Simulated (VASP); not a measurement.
O2: single point with r2SCAN

Molecule: O2, in a box.

```
CELL_PARAMETERS angstrom
12.00000 0.00000 0.00000
0.00000 12.30000 0.00000
0.00000 0.00000 12.60000
ATOMIC_POSITIONS crystal
O 0.50000 0.50000 0.45216
O 0.50000 0.50000 0.54784
```

- Program: VASP 6.6.1
- Task: single point
- Functional: r2SCAN
- Potentials or basis: VASP PAW PBE potentials, release 64 (O)
- Cutoff: 520 eV
- k mesh: 1 × 1 × 1
- Occupations: fermi-dirac, width 0.01 eV
- Spin: collinear spin, ferromagnetic start
- Starting moments: [0.574, 0.574] μB
- Dipole correction: no
- Further INCAR settings: ALGO = Normal; EDIFF = 1e-06; NBANDS = 17

The largest force is 1.428 eV/Å and the gap between the frontier levels is 3.45 eV. The net moment is 2.00 μB per cell. The site moments are O +0.83 μB. The valence electrons inside the program's atomic spheres are O 4.94.

Forces on the atoms (eV/Å):
```
O    0.000  0.000 -1.428
O    0.000  0.000  1.428
```

Levels at points of the mesh, in eV from the valence-band top:
Spin up:
| k point | band 3 | band 4 | band 5 | band 6 | band 7 | band 8 | band 9 | band 10 | band 11 | band 12 |
| --- | --- | --- | --- | --- | --- | --- | --- | --- | --- | --- |
| (0.00, 0.00, 0.00) | -6.89 | -6.89 | -6.60 | 0.00 | 0.00 | 7.39 | 8.28 | 8.31 | 8.37 | 8.41 |
Spin down:
```csv
k point,band 1,band 2,band 3,band 4,band 5,band 6,band 7,band 8,band 9,band 10
"(0.00, 0.00, 0.00)",-25.87,-12.01,-5.50,-4.39,-4.39,3.45,3.45,7.42,8.35,8.35
```

It took 7.8 min on 1 thread of Intel(R) Xeon(R) 6975P-C (Granite Rapids) (shared host), peak memory 2.4 GiB.

Caveat: the standard files for N, O and F lose accuracy on very short bonds; the PAW data sets were made with another functional, which shifts forces and pressure a little.
